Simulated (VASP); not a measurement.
Write the native input for VASP 6.6.1 that does the following.

| Item | Value |
| --- | --- |
| Task | single point |
| Functional | PBE |
| Potentials or basis | VASP PAW PBE potentials, release 64 (Rh_pv, N) |
| Cutoff | 520 eV |
| k mesh | 12 × 12 × 4 |
| Occupations | gaussian, width 0.1 eV |
| Spin | no spin polarisation |
| Dipole correction | no |
| Further INCAR settings | ALGO = Normal; EDIFF = 1e-06; NBANDS = 36 |

The structure of Rh3N2 lies in POSCAR:

```
Rh3N2
1.0
    3.0626222225      0.0000000000      0.0000000000
   -1.5313111112      2.6523086469      0.0000000000
    0.0000000000      0.0000000000      9.4126039629
Rh N
3 2
Direct
    0.0000000000      0.0000000000      0.0000000000
    0.3333333333      0.6666666667      0.7700385412
    0.6666666667      0.3333333333      0.2299614588
    0.3333333333      0.6666666667      0.3001859931
    0.6666666667      0.3333333333      0.6998140069
```

These files were run (other wordings do the same):

INCAR

```
SYSTEM = Rh3N2
PREC = Accurate ; ENCUT = 520
EDIFF = 1E-6 ; ISMEAR = 0
SIGMA = 0.1 ; LREAL = .FALSE.
LASPH = .TRUE. ; NELM = 60
ALGO = Normal ; ISIF = 2
LWAVE = .FALSE. ; LCHARG = .FALSE.
GGA = PE ; NBANDS = 36
```

KPOINTS

```
regular mesh
0
G
  12 12 4
  0 0 0
```

Potentials or basis: VASP PAW PBE potentials, release 64 (Rh_pv, N).

The run is started by

```bash
$ cat potpaw_PBE.64/Rh_pv/POTCAR potpaw_PBE.64/N/POTCAR > POTCAR
$ mpirun -np 1 vasp_std > vasp.out
```

It gave:

- Pressure: 0.1 GPa
- Largest force: 0.016 eV/Å
- Band gap on the k mesh: zero (an odd number of electrons rules out a gap without spin polarisation)

Run time: 3.2 min on 1 thread of Intel(R) Xeon(R) Platinum 8259CL CPU @ 2.50GHz (Skylake/Cascade Lake) (shared host), peak memory 0.28 GiB.
